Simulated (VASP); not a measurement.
# TaN (I4mm) in VASP: further runs

The runs below take TaN through single point, with PBEsol.

Program: VASP 6.6.1. These are calculated values, not measurements. Logs are shortened: lines on timing, memory, paths and dates and some standing lists are left out, and cuts for length are marked.

**1. The cell of the first run**

It takes space group I4mm (No. 107, tetragonal). The conventional cell has a = 3.082 Å, b = 3.082 Å, c = 4.358 Å, α = 90.00°, β = 90.00°, γ = 90.00°. Within 2.3 Å of Ta (site symmetry 4mm) lie 5 N at 1.73 to 2.22 Å. N (site symmetry 4mm) has 5 Ta at 1.73 to 2.22 Å within 2.3 Å.

**2. Single point, PBEsol (atom 2 (N) moved by (-0.450, +0.000) A along y and z)**

Input file INCAR:

```
PREC     = Accurate       # precision mode
ENCUT    = 520            # plane-wave cutoff, eV
EDIFF    = 1E-6           # SCF threshold, eV
ISMEAR   = 0              # smearing method
SIGMA    = 0.15           # smearing width, eV
LREAL    = False          # projectors in reciprocal space
LASPH    = True           # aspherical terms in the spheres
NELM     = 80             # most SCF steps
ALGO     = Normal         # electronic algorithm
ISIF     = 2              # what is computed and relaxed
LWAVE    = False          # write WAVECAR
LCHARG   = True           # write CHGCAR
GGA      = PS             # functional
LELF     = True           # ELF
LVHAR    = True         
NBANDS   = 15             # bands
```

Input file KPOINTS:

```
regular mesh
0
Gamma
  18 18 18
```

Input file POSCAR:

```
TaN
1.0
    0.0000000000      2.1790000000      2.1790000000
    2.1790000000      0.0000000000      2.1790000000
    2.1790000000      2.1790000000      0.0000000000
Ta N
1 1
Direct
    0.5000000000      0.5000000000      0.5000000000
   -0.1032583754      0.1032583754     -0.1032583754
```

Potentials or basis: VASP PAW PBE potentials, release 64 (Ta_pv, N).

Launch:

```
$ cat potpaw_PBE.64/Ta_pv/POTCAR potpaw_PBE.64/N/POTCAR > POTCAR
$ mpirun -np 1 vasp_std > vasp.out
```

OUTCAR:

```text
PREC = Accurate
   ENCUT = 520
   EDIFF = 1E-6
   ISMEAR = 0
   LREAL = False
   LASPH = True
   NELM = 80
   ISIF = 2
   GGA = PS

 ion  position               nearest neighbor table
   1  0.500  0.500  0.500-   2 1.73   2 2.22   2 2.22   2 2.22   2 2.22   2 2.63
   2  0.897  0.103  0.897-   1 1.73   1 2.22   1 2.22   1 2.22   1 2.22   1 2.63

  LATTYP: Found a face centered cubic cell.
 ALAT       =     4.3580000000

  Lattice vectors:

 A1 = (   0.0000000000,   2.1790000000,   2.1790000000)
 A2 = (   2.1790000000,   0.0000000000,   2.1790000000)
 A3 = (   2.1790000000,   2.1790000000,   0.0000000000)

Analysis of symmetry for initial positions (statically):
=====================================================================
 Subroutine PRICEL returns:
 Original cell was already a primitive cell.

 Routine SETGRP: Setting up the symmetry group for a
 face centered cubic supercell.

 Subroutine GETGRP returns: Found  8 space group operations
 (whereof  8 operations were pure point group operations)
 out of a pool of 48 trial point group operations.

The static configuration has the point symmetry C_4v.

Analysis of symmetry for dynamics (positions and initial velocities):
=====================================================================
 Subroutine PRICEL returns:
 Original cell was already a primitive cell.

 Routine SETGRP: Setting up the symmetry group for a
 face centered cubic supercell.

 Subroutine GETGRP returns: Found  8 space group operations
 (whereof  8 operations were pure point group operations)
 out of a pool of 48 trial point group operations.

The dynamic configuration has the point symmetry C_4v.

 Subroutine INISYM returns: Found  8 space group operations
 (whereof  8 operations are pure point group operations),
 and found     1 'primitive' translations

----------------------------------------------------------------------------------------

                                     Primitive cell

  volume of cell :      20.6920

  direct lattice vectors                    reciprocal lattice vectors
     0.000000000  2.179000000  2.179000000    -0.229463056  0.229463056  0.229463056
     2.179000000  0.000000000  2.179000000     0.229463056 -0.229463056  0.229463056
     2.179000000  2.179000000  0.000000000     0.229463056  0.229463056 -0.229463056

  length of vectors
     3.081571352  3.081571352  3.081571352     0.397441672  0.397441672  0.397441672

  position of ions in fractional coordinates (direct lattice)
     0.500000000  0.500000000  0.500000000
     0.896741625  0.103258375  0.896741625

  ion indices of the primitive-cell ions
   primitive index   ion index
                 1           1
                 2           2

----------------------------------------------------------------------------------------

 KPOINTS: regular mesh

Automatic generation of k-mesh.
 Grid dimensions read from file:
 generate k-points for:   18   18   18

 Generating k-lattice:

  Cartesian coordinates                     Fractional coordinates (reciprocal lattice)
    -0.012747948  0.012747948  0.012747948     0.055555556  0.000000000  0.000000000
     0.012747948 -0.012747948  0.012747948     0.000000000  0.055555556  0.000000000
     0.012747948  0.012747948 -0.012747948     0.000000000  0.000000000  0.055555556

  Length of vectors
     0.022080093  0.022080093  0.022080093

  Shift w.r.t. Gamma in fractional coordinates (k-lattice)
     0.000000000  0.000000000  0.000000000

 Subroutine IBZKPT returns following result:
 ===========================================

 Found    480 irreducible k-points:

 Following reciprocal coordinates:
            Coordinates               Weight
  0.000000  0.000000  0.000000      1.000000
  0.055556  0.000000  0.000000      8.000000
  0.111111  0.000000  0.000000      8.000000
  0.166667  0.000000  0.000000      8.000000
  0.222222  0.000000  0.000000      8.000000
  0.277778  0.000000  0.000000      8.000000
[... 16 lines left out ...]
  0.388889  0.055556  0.000000     16.000000
  0.055556  0.000000  0.388889      8.000000
 [... further k-points ...]
   k-points           NKPTS =    480   k-points in BZ     NKDIM =    480   number of bands    NBANDS=     15
   number of dos      NEDOS =    301   number of ions     NIONS =      2
   total plane-waves  NPLWV =  13824
   dimension x,y,z NGX =    24 NGY =   24 NGZ =   24
   dimension x,y,z NGXF=    48 NGYF=   48 NGZF=   48
   ions per type =               1   1
   NGX,Y,Z   is equivalent  to a cutoff of  12.95, 12.95, 12.95 a.u.
   NGXF,Y,Z  is equivalent  to a cutoff of  25.90, 25.90, 25.90 a.u.
 SYSTEM =  unknown system
   PREC   = accura    normal or accurate (medium, high low for compatibility)
   ISTART =      0    job   : 0-new  1-cont  2-samecut
   ICHARG =      2    charge: 1-file 2-atom 10-const
   ISPIN  =      1    spin polarized calculation?
   LNONCOLLINEAR =      F non collinear calculations
   LSORBIT =      F    spin-orbit coupling
   LASPH  =      T    aspherical Exc in radial PAW
   ENCUT  =  520.0 eV  38.22 Ry    6.18 a.u.   5.73  5.73  5.73*2*pi/ulx,y,z
   NELM   =     80;   NELMIN=  2; NELMDL= -5     # of ELM steps
   EDIFF  = 0.1E-05   stopping-criterion for ELM
   LREAL  =      F    real-space projection
   EDIFFG = 0.1E-04   stopping-criterion for IOM
   NSW    =      0    number of steps for IOM
   IBRION =     -1    ionic relax: 0-MD 1-quasi-New 2-CG
   NFREE  =      0    steps in history (QN), initial steepest desc. (CG)
   ISIF   =      2    stress and relaxation
   ISYM   =      2    0-nonsym 1-usesym 2-fastsym
   POTIM  = 0.5000    time-step for ionic-motion
   TEBEG  =    0.0;   TEEND  =   0.0 temperature during run
   PSTRESS=    0.0 pullay stress
   NELECT =      16.0000    total number of electrons
   NUPDOWN=      -1.0000    fix difference up-down
   EMIN   =  10.00;   EMAX   =-10.00  energy-range for DOS
   EFERMI =   0.00;   METHOD = LEGACY
   ISMEAR =     0;   SIGMA  =   0.15  broadening in eV -4-tet -1-fermi 0-gaus
   EFERMI_NEDOS =   21; number of points for ismear=-14 and -15
   IALGO  =     38    algorithm
   IMIX   =      4    mixing-type and parameters
     AMIX     =   0.40;   BMIX     =  1.00
     AMIX_MAG =   1.60;   BMIX_MAG =  1.00
  volume/ion in A,a.u.               =      10.35        69.82
  Fermi-wavevector in a.u.,A,eV,Ry     =   1.502615  2.839530 30.719922  2.257851
  Thomas-Fermi vector in A             =   2.613832
   LORBIT       =      0    0 simple, 1 ext, 2 COOP (PROOUT), +10 PAW based schemes
   GGA     = PS    functional components
   LHFCALC =     F    Hartree Fock is set to
   AEXX    =    0.0000 exact exchange contribution
   IVDW    =     0    specifies the selected vdW correction
   LEPSILON=     F    determine dielectric tensor
   LRPA    =     F    only Hartree local field effects (RPA)
 non-spin polarized calculation
 Gauss-broadening in eV      SIGMA  =   0.15
  energy-cutoff  :      520.00
  volume of cell :       20.69
 maximum number of plane-waves:       568
   NGX = 11   NGY = 11   NGZ = 11

 number of electron      16.0000000 magnetization

 Free energy of the ion-electron system (eV)
  ---------------------------------------------------
  ext. energy  EPLUGINS =         0.00000000
  ---------------------------------------------------
  free energy    TOTEN  =       -21.65564139 eV

  energy without entropy =      -21.64719949  energy(sigma->0) =      -21.65142044

 E-fermi :   9.4515     XC(G=0): -13.6480

 val. band max:        9.4359465045   @ k =   0.1667   0.0000  -0.2778
 cond. band min:       9.4547042003   @ k =   0.3333   0.1667  -0.3889
 fundamental gap:      0.0187576957
 Fermi energy:         9.4515385266

 k-point     1 :       0.0000    0.0000    0.0000
  band No.  band energies     occupation
      1     -26.1850      2.00000
      2     -25.6415      2.00000
      3     -25.6415      2.00000
      4      -9.3156      2.00000
      5       3.2223      2.00000
      6       3.2223      2.00000
      7       3.4278      2.00000
      8       7.7477      2.00000
      9       9.9622      0.00000
     10      10.5976      0.00000
     11      10.5976      0.00000
     12      10.8399      0.00000
     13      14.0070      0.00000
     14      18.5326      0.00000
     15      22.5102      0.00000

 k-point     2 :       0.0556    0.0000    0.0000
  band No.  band energies     occupation
      1     -26.2002      2.00000
      2     -25.6629      2.00000
      3     -25.6450      2.00000
      4      -9.2368      2.00000
      5       2.9071      2.00000
      6       3.1982      2.00000
      7       3.5999      2.00000
      8       7.7480      2.00000
      9       9.5326      0.44448
     10      10.1438      0.00000
     11      11.2108      0.00000
     12      11.3378      0.00000
     13      14.2553      0.00000
     14      18.7839      0.00000
     15      22.5100      0.00000

 k-point     3 :       0.1111    0.0000    0.0000
  band No.  band energies     occupation
      1     -26.2481      2.00000
      2     -25.7191      2.00000
      3     -25.6552      2.00000
      4      -9.0087      2.00000
      5       2.3985      2.00000
      6       3.1169      2.00000
      7       3.6916      2.00000
      8       7.7530      2.00000
      9       9.1262      1.99784
     10       9.7148      0.01307
     11      12.0183      0.00000
     12      12.1646      0.00000
     13      14.8683      0.00000
     14      19.4951      0.00000
     15      22.5092      0.00000

 k-point     4 :       0.1667    0.0000    0.0000
  band No.  band energies     occupation
      1     -26.3331      2.00000
      2     -25.7903      2.00000
      3     -25.6708      2.00000
      4      -8.6556      2.00000
      5       1.8145      2.00000
      6       2.9643      2.00000
      7       3.6160      2.00000
      8       7.7899      2.00000
      9       8.9988      1.99998
     10       9.5471      0.36770
     11      12.8003      0.00000
     12      13.1777      0.00000
     13      15.6309      0.00000
     14      20.5280      0.00000
     15      22.5079      0.00000
[... 307 lines left out ...]
 k-point    22 :       0.0556    0.0000    0.3333
  band No.  band energies     occupation
      1     -26.7213      2.00000
      2     -25.9071      2.00000
      3     -25.7441      2.00000
      4      -7.3516      2.00000
      5       0.2568      2.00000
      6       2.4656      2.00000
      7       2.5775      2.00000
      8       8.5945      2.00000
      9      10.4195      0.00000
     10      10.5654      0.00000
     11      14.0832      0.00000
     12      14.7845      0.00000
     13      18.1120      0.00000
     14      22.1595      0.00000
     15      22.5515      0.00000

 k-point    23 :       0.3889    0.0556    0.0000
  band No.  band energies     occupation
      1     -26.7917      2.00000
      2     -25.9913      2.00000
      3     -25.7484      2.00000
      4      -6.9933      2.00000
      5      -0.1896      2.00000
      6       2.0286      2.00000
      7       2.6933      2.00000
      8       8.7882      2.00000
      9      10.7116      0.00000
     10      11.3705      0.00000
     11      14.5306      0.00000
     12      15.7204      0.00000
     13      17.7973      0.00000
     14      21.1702      0.00000
     15      22.5283      0.00000

 k-point    24 :       0.0556    0.0000    0.3889
  band No.  band energies     occupation
      1     -26.8324      2.00000
      2     -25.9494      2.00000
      3     -25.7575      2.00000
      4      -6.9378      2.00000
      5      -0.1967      2.00000
      6       2.2282      2.00000
      7       2.3560      2.00000
      8       9.2148      1.97438
      9      10.9622      0.00000
     10      11.2906      0.00000
     11      13.8624      0.00000
     12      15.0025      0.00000
     13      18.6638      0.00000
     14      21.6974      0.00000
     15      22.5332      0.00000

 [... further k-points ...]

------------------------ aborting loop because EDIFF is reached ----------------------------------------

  FORCE on cell =-STRESS in cart. coord.  units (eV):
  Direction    XX          YY          ZZ          XY          YZ          ZX
  --------------------------------------------------------------------------------------
  -------------------------------------------------------------------------------------
  Total        0.8363697     17.4811317      0.8363697      0.0000000      0.0000000      0.0000000
  in kB       64.7600511   1353.5628983     64.7600511      0.0000000      0.0000000      0.0000000
  external PRESSURE =     494.3610002 kB  Pullay stress =       0.0000000 kB

 VOLUME and BASIS-vectors are now :
 -----------------------------------------------------------------------------
  energy-cutoff  :      520.00
  volume of cell :       20.69
      direct lattice vectors                 reciprocal lattice vectors
     0.000000000  2.179000000  2.179000000    -0.229463056  0.229463056  0.229463056
     2.179000000  0.000000000  2.179000000     0.229463056 -0.229463056  0.229463056
     2.179000000  2.179000000  0.000000000     0.229463056  0.229463056 -0.229463056

 POSITION                                       TOTAL-FORCE (eV/Angst)
 -----------------------------------------------------------------------------------
      2.17900      2.17900      2.17900         0.000000     -9.943916      0.000000
      2.17900      3.90800      2.17900         0.000000      9.943916      0.000000
 -----------------------------------------------------------------------------------
    total drift:                               -0.000000      0.000934     -0.000000

  FREE ENERGIE OF THE ION-ELECTRON SYSTEM (eV)
  ---------------------------------------------------
  free  energy   TOTEN  =       -21.6556413936 eV

  energy  without entropy=      -21.6471994945  energy(sigma->0) =      -21.65142044
```

Run time: 2.1 min. Hardware: 1 thread of Intel Xeon 8259CL, shared host; peak memory 0.27 GiB.

Results:

```
Free energy            : -21.6556 eV
Pressure               : 49.4 GPa
Largest force          : 9.944 eV/Å
Band gap on the k mesh : zero (bands 8 and 9 overlap by 2.93 eV)
```

Forces in eV/Å, atoms in the order of the input:
```
Ta   0.000 -9.944  0.000
N    0.000  9.944  0.000
```

Caveat: the cell differs from its parent crystal (atom 2 (N) moved by (-0.450, +0.000) A along y and z); the cell stands under pressure; the PAW data sets were made with another functional, which shifts forces and pressure a little; spin-orbit coupling is left out, which moves the levels of the heavy elements.

**3. Single point, PBEsol (atom 2 (N) moved by (-0.225, +0.000) A along y and z)**

Input file INCAR:

```
SYSTEM = TaN
PREC = Accurate
ENCUT = 520
EDIFF = 1E-7
ISMEAR = 0
SIGMA = 0.15
LREAL = .FALSE.
LASPH = .TRUE.
NELM = 60
ALGO = Normal
ISIF = 2
LWAVE = .FALSE.
LCHARG = .TRUE.
GGA = PS
LELF = .TRUE.
LVHAR = .TRUE.
NBANDS = 15
```

Input file KPOINTS:

```
regular mesh
0
G
  18 18 18
  0 0 0
```

POSCAR, as its differences from that of step 2:

```diff
@@ -9,2 +9,2 @@
     0.5000000000      0.5000000000      0.5000000000
-   -0.1032583754      0.1032583754     -0.1032583754
+   -0.0516291877      0.0516291877     -0.0516291877
```

Potentials or basis: VASP PAW PBE potentials, release 64 (Ta_pv, N).

Launch:

```
$ cat potpaw_PBE.64/Ta_pv/POTCAR potpaw_PBE.64/N/POTCAR > POTCAR
$ mpirun -np 1 vasp_std > vasp.out
```

It took 2.3 min on 1 thread of Intel Xeon 8259CL, shared host; peak memory 0.27 GiB.

The run converged. Its results:

```yaml
Free_energy: -22.9436 eV
Pressure: 15.2 GPa
Largest_force: 2.761 eV/Å
Band_gap_on_the_k_mesh: zero (bands 8 and 9 overlap by 3.22 eV)
```

Forces in eV/Å, atoms in the order of the input:
```
Ta   0.000 -2.761  0.000
N    0.000  2.761  0.000
```

Stress tensor (GPa, compression positive):
```
 5.66  0.00  0.00
 0.00 34.38  0.00
 0.00  0.00  5.66
```

Levels at points of the mesh, in eV from the Fermi level:
| k point | band 6 | band 7 | band 8 | band 9 | band 10 | band 11 |
| --- | --- | --- | --- | --- | --- | --- |
| (0.00, 0.00, 0.00) | -4.79 | -4.71 | -2.02 | -0.91 | -0.91 | 0.21 |
| (0.50, 0.00, 0.00) | -7.65 | -7.56 | 1.78 | 2.10 | 2.23 | 3.86 |
| (0.50, 0.50, 0.00) | -6.62 | -4.79 | -3.05 | 2.72 | 3.83 | 3.88 |
| (0.50, 0.00, 0.50) | -5.56 | -4.61 | -4.61 | 2.41 | 3.82 | 3.82 |

Caveat: the cell differs from its parent crystal (atom 2 (N) moved by (-0.225, +0.000) A along y and z); the cell stands under pressure; the PAW data sets were made with another functional, which shifts forces and pressure a little; spin-orbit coupling is left out, which moves the levels of the heavy elements.
